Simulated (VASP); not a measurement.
# TbBe2H2 (P6/mmm) in VASP: a series of runs, part 2 of 3

VASP 6.6.1.

## 4. Relaxation of cell and atoms, PBE

This run uses another cell than the first one, of 9.88 Å³/atom.

Contents of INCAR:

```
PREC = Accurate
ENCUT = 600
EDIFF = 1E-7
ISMEAR = 0
SIGMA = 0.1
LREAL = F
LASPH = T
NELM = 200
ALGO = Normal
ISIF = 3
LWAVE = F
LCHARG = F
GGA = PE
IBRION = 2
NSW = 90
EDIFFG = -0.04
GGA_COMPAT = F
NELMIN = 4
LMAXMIX = 6
```

Contents of KPOINTS:

```
Automatic mesh
0
Gamma
  6 6 6
```

Contents of POSCAR:

```
TbBe2H2
1.0
    4.0397141628      0.0000000000      0.0000000000
   -2.0198570814      3.4984950890      0.0000000000
    0.0000000000      0.0000000000      3.4949800045
Tb Be H
1 2 2
Direct
    0.0000000000      0.0000000000      0.5000000000
    0.3333333333      0.6666666667      0.0000000000
    0.6666666667      0.3333333333      0.0000000000
    0.3333333333      0.6666666667      0.5000000000
    0.6666666667      0.3333333333      0.5000000000
```

Potentials or basis: VASP PAW PBE potentials, release 64 (Tb_3, Be, H), 4f in core.

Started as:

```
> cat potpaw_PBE.64/Tb_3/POTCAR potpaw_PBE.64/Be/POTCAR potpaw_PBE.64/H/POTCAR > POTCAR
> mpirun -np 1 vasp_std > vasp.out
```

OUTCAR:

```text
PREC = Accurate
   ENCUT = 600
   EDIFF = 1E-7
   ISMEAR = 0
   LREAL = F
   LASPH = T
   NELM = 200
   ISIF = 3
   GGA = PE
   IBRION = 2
   NSW = 90
   EDIFFG = -0.04
   NELMIN = 4

 ion  position               nearest neighbor table
   1  0.000  0.000  0.500-   4 2.33   5 2.33   4 2.33   5 2.33   5 2.33   4 2.33   2 2.91   3 2.91
                             2 2.91   3 2.91   3 2.91   2 2.91   3 2.91   2 2.91   3 2.91   2 2.91
   2  0.333  0.667  0.000-   3 2.33   3 2.33   3 2.33   1 2.91   1 2.91   1 2.91   1 2.91   1 2.91
                             1 2.91
   3  0.667  0.333  0.000-   2 2.33   2 2.33   2 2.33   1 2.91   1 2.91   1 2.91   1 2.91   1 2.91
                             1 2.91
   4  0.333  0.667  0.500-   1 2.33   1 2.33   1 2.33
   5  0.667  0.333  0.500-   1 2.33   1 2.33   1 2.33

  LATTYP: Found a hexagonal cell.
 ALAT       =     4.0397141628
 C/A-ratio  =     0.8651552718

  Lattice vectors:

 A1 = (   4.0397141628,   0.0000000000,   0.0000000000)
 A2 = (  -2.0198570814,   3.4984950890,   0.0000000000)
 A3 = (   0.0000000000,   0.0000000000,   3.4949800045)

Analysis of symmetry for initial positions (statically):
=====================================================================
 Subroutine PRICEL returns:
 Original cell was already a primitive cell.

 Routine SETGRP: Setting up the symmetry group for a
 hexagonal supercell.

 Subroutine GETGRP returns: Found 24 space group operations
 (whereof 24 operations were pure point group operations)
 out of a pool of 24 trial point group operations.

The static configuration has the point symmetry D_6h.

Analysis of symmetry for dynamics (positions and initial velocities):
=====================================================================
 Subroutine PRICEL returns:
 Original cell was already a primitive cell.

 Routine SETGRP: Setting up the symmetry group for a
 hexagonal supercell.

 Subroutine GETGRP returns: Found 24 space group operations
 (whereof 24 operations were pure point group operations)
 out of a pool of 24 trial point group operations.

The dynamic configuration has the point symmetry D_6h.

 Subroutine INISYM returns: Found 24 space group operations
 (whereof 24 operations are pure point group operations),
 and found     1 'primitive' translations

----------------------------------------------------------------------------------------

                                     Primitive cell

  volume of cell :      49.3943

  direct lattice vectors                    reciprocal lattice vectors
     4.039714163  0.000000000  0.000000000     0.247542267  0.142918594  0.000000000
    -2.019857081  3.498495089  0.000000000     0.000000000  0.285837188  0.000000000
     0.000000000  0.000000000  3.494980004     0.000000000  0.000000000  0.286124670

  length of vectors
     4.039714163  4.039714163  3.494980004     0.285837188  0.285837188  0.286124670

  position of ions in fractional coordinates (direct lattice)
     0.000000000  0.000000000  0.500000000
     0.333333333  0.666666667  0.000000000
     0.666666667  0.333333333  0.000000000
     0.333333333  0.666666667  0.500000000
     0.666666667  0.333333333  0.500000000

  ion indices of the primitive-cell ions
   primitive index   ion index
                 1           1
                 2           2
                 3           3
[... 66 lines left out ...]
   ISTART =      0    job   : 0-new  1-cont  2-samecut
   ICHARG =      2    charge: 1-file 2-atom 10-const
   ISPIN  =      1    spin polarized calculation?
   LNONCOLLINEAR =      F non collinear calculations
   LSORBIT =      F    spin-orbit coupling
   LASPH  =      T    aspherical Exc in radial PAW
   ENCUT  =  600.0 eV  44.10 Ry    6.64 a.u.   8.07  8.07  6.98*2*pi/ulx,y,z
   NELM   =    200;   NELMIN=  4; NELMDL= -5     # of ELM steps
   EDIFF  = 0.1E-06   stopping-criterion for ELM
   LREAL  =      F    real-space projection
   EDIFFG = -.4E-01   stopping-criterion for IOM
   NSW    =     90    number of steps for IOM
   IBRION =      2    ionic relax: 0-MD 1-quasi-New 2-CG
   NFREE  =      1    steps in history (QN), initial steepest desc. (CG)
   ISIF   =      3    stress and relaxation
   ISYM   =      2    0-nonsym 1-usesym 2-fastsym
   POTIM  = 0.5000    time-step for ionic-motion
   TEBEG  =    0.0;   TEEND  =   0.0 temperature during run
   PSTRESS=    0.0 pullay stress
   NELECT =      15.0000    total number of electrons
   NUPDOWN=      -1.0000    fix difference up-down
   EMIN   =  10.00;   EMAX   =-10.00  energy-range for DOS
   EFERMI =   0.00;   METHOD = LEGACY
   ISMEAR =     0;   SIGMA  =   0.10  broadening in eV -4-tet -1-fermi 0-gaus
   EFERMI_NEDOS =   21; number of points for ismear=-14 and -15
   IALGO  =     38    algorithm
   IMIX   =      4    mixing-type and parameters
     AMIX     =   0.40;   BMIX     =  1.00
     AMIX_MAG =   1.60;   BMIX_MAG =  1.00
  volume/ion in A,a.u.               =       9.88        66.67
  Fermi-wavevector in a.u.,A,eV,Ry     =   1.100389  2.079434 16.474706  1.210857
  Thomas-Fermi vector in A             =   2.236800
   LORBIT       =      0    0 simple, 1 ext, 2 COOP (PROOUT), +10 PAW based schemes
   GGA     = PE    functional components
   LHFCALC =     F    Hartree Fock is set to
   AEXX    =    0.0000 exact exchange contribution
   IVDW    =     0    specifies the selected vdW correction
   LEPSILON=     F    determine dielectric tensor
   LRPA    =     F    only Hartree local field effects (RPA)
 conjugate gradient relaxation of ions
 non-spin polarized calculation
 Gauss-broadening in eV      SIGMA  =   0.10
  energy-cutoff  :      600.00
  volume of cell :       49.39
 maximum number of plane-waves:      1674
   NGX = 17   NGY = 17   NGZ = 13

--------------------------------------- Ionic step        1  -------------------------------------------

 number of electron      15.0000001 magnetization

 Free energy of the ion-electron system (eV)
  ---------------------------------------------------
  ext. energy  EPLUGINS =         0.00000000
  ---------------------------------------------------
  free energy    TOTEN  =       -19.93013917 eV

  energy without entropy =      -19.92276377  energy(sigma->0) =      -19.92645147

------------------------ aborting loop because EDIFF is reached ----------------------------------------

  FORCE on cell =-STRESS in cart. coord.  units (eV):
  Direction    XX          YY          ZZ          XY          YZ          ZX
  --------------------------------------------------------------------------------------
  -------------------------------------------------------------------------------------
  Total       -0.3635197     -0.3635197      1.3275238      0.0000000      0.0000000     -0.0000000
  in kB      -11.7913076    -11.7913076     43.0602255      0.0000000      0.0000000     -0.0000000
  external PRESSURE =       6.4925368 kB  Pullay stress =       0.0000000 kB
[... 65 lines left out ...]
--------------------------------------- Ionic step        3  -------------------------------------------

 number of electron      15.0000002 magnetization

 Free energy of the ion-electron system (eV)
  ---------------------------------------------------
  ext. energy  EPLUGINS =         0.00000000
  ---------------------------------------------------
  free energy    TOTEN  =       -19.94625868 eV

  energy without entropy =      -19.94001723  energy(sigma->0) =      -19.94313796

 E-fermi :   3.9441     XC(G=0): -10.5653

 val. band max:        3.9379741169   @ k =   0.1667   0.0000   0.3333
 cond. band min:       4.0410824968   @ k =   0.1667   0.0000   0.5000
 fundamental gap:      0.1031083799
 Fermi energy:         3.9440740408

 k-point     1 :       0.0000    0.0000    0.0000
  band No.  band energies     occupation
      1     -17.6205      2.00000
      2     -17.6205      2.00000
      3     -17.3054      2.00000
      4      -5.1490      2.00000
      5       1.7653      2.00000
      6       2.2608      2.00000
      7       3.0770      2.00000
      8       3.0770      2.00000
      9       5.6893      0.00000
     10       8.9419      0.00000
     11       8.9419      0.00000
[... 309 lines left out ...]
 k-point    24 :       0.3333    0.0000    0.5000
  band No.  band energies     occupation
      1     -17.7938      2.00000
      2     -17.6999      2.00000
      3     -17.6148      2.00000
      4      -2.4545      2.00000
      5      -0.5776      2.00000
      6      -0.2007      2.00000
      7       2.7084      2.00000
      8       3.1000      2.00000
      9       7.3573      0.00000
     10       8.6846      0.00000
     11      10.1816      0.00000

 [... further k-points ...]

------------------------ aborting loop because EDIFF is reached ----------------------------------------

  FORCE on cell =-STRESS in cart. coord.  units (eV):
  Direction    XX          YY          ZZ          XY          YZ          ZX
  --------------------------------------------------------------------------------------
  -------------------------------------------------------------------------------------
  Total       -0.1286855     -0.1286855     -0.0711206      0.0000000      0.0000000     -0.0000000
  in kB       -4.1353191     -4.1353191     -2.2854658      0.0000000      0.0000000     -0.0000000
  external PRESSURE =      -3.5187014 kB  Pullay stress =       0.0000000 kB
[... 20 lines left out ...]
  FREE ENERGIE OF THE ION-ELECTRON SYSTEM (eV)
  ---------------------------------------------------
  free  energy   TOTEN  =       -19.9462586805 eV

  energy  without entropy=      -19.9400172333  energy(sigma->0) =      -19.94313796

 reached required accuracy - stopping structural energy minimisation
```

CONTCAR:

```text
TbBe2H2
   1.00000000000000
     4.0162581061873173    0.0000000000000000   -0.0000000000000000
    -2.0081290530936586    3.4781815481010296    0.0000000000000000
     0.0000000000000000    0.0000000000000000    3.5690877138490706
  Tb              Be              H
     1     2     2
Direct
     0.0000000000000000    1.0000000000000000    0.5000000000000000
     0.3333333332999970    0.6666666667000030    0.0000000000000000
     0.6666666667000030    0.3333333332999970    0.0000000000000000
     0.3333333332999970    0.6666666667000030    0.5000000000000000
     0.6666666667000030    0.3333333332999970    0.5000000000000000

  0.00000000E+00  0.00000000E+00  0.00000000E+00
  0.00000000E+00  0.00000000E+00  0.00000000E+00
  0.00000000E+00  0.00000000E+00  0.00000000E+00
  0.00000000E+00  0.00000000E+00  0.00000000E+00
  0.00000000E+00  0.00000000E+00  0.00000000E+00
```

Run time: 38 s. Hardware: 1 thread of Intel Xeon Platinum 8375C at 2.90GHz (Ice Lake), shared host; peak memory 0.19 GiB.

What came out:

- Free energy: -19.9463 eV
- Relaxed volume: 9.97 Å³/atom
- Relaxed cell: a = 4.016 Å, b = 4.016 Å, c = 3.569 Å, α = 90.00°, β = 90.00°, γ = 120.00°
- Space group after relaxing (to 0.1 Å): P6/mmm (No. 191)
- Energy gained by relaxing: 3.2 meV/atom
- Ionic steps: 3
- Pressure after relaxing: -0.4 GPa
- Band gap on the k mesh: zero (an odd number of electrons rules out a gap without spin polarisation)

Stress tensor (GPa, compression positive):
```
-0.41  0.00  0.00
 0.00 -0.41  0.00
 0.00  0.00 -0.23
```

The path:
| step | energy change (eV) | largest force (eV/Å) | pressure (GPa) | volume (Å³) |
| --- | --- | --- | --- | --- |
| 1 | 0.0000 | 0.0000 | 0.65 | 49.39 |
| 2 | -0.0136 | 0.0000 | 0.02 | 49.68 |
| 3 | -0.0161 | 0.0000 | -0.35 | 49.86 |

Final structure:
```
CELL_PARAMETERS angstrom
4.01626 0.00000 0.00000
-2.00813 3.47818 0.00000
0.00000 0.00000 3.56909
ATOMIC_POSITIONS crystal
Tb 0.00000 0.00000 0.50000
Be 0.33333 0.66667 0.00000
Be 0.66667 0.33333 0.00000
H 0.33333 0.66667 0.50000
H 0.66667 0.33333 0.50000
```

Levels at points of the mesh, in eV from the Fermi level:
| k point | band 6 | band 7 | band 8 | band 9 | band 10 | band 11 |
| --- | --- | --- | --- | --- | --- | --- |
| (0.00, 0.00, 0.00) | -1.68 | -0.87 | -0.87 | 1.75 | 5.00 | 5.00 |
| (0.50, 0.00, 0.00) | -1.72 | 0.18 | 0.64 | 2.32 | 4.07 | 4.13 |
| (0.00, 0.00, 0.50) | -2.32 | 1.32 | 1.32 | 1.54 | 1.54 | 2.11 |
| (0.50, 0.00, 0.50) | -4.14 | -1.69 | -1.16 | 4.87 | 5.01 | 5.38 |

Caveat: spin-orbit coupling is left out, which moves the levels of the heavy elements; the 4f electrons are frozen in the core, so they carry no moment and show no levels. Spin polarisation is off, so any magnetic state and its effect on volume and gap are missing.

(Part 2 of 3 ends here.)

The gap in the log of VASP goes by the Fermi energy; the results here count the filled bands.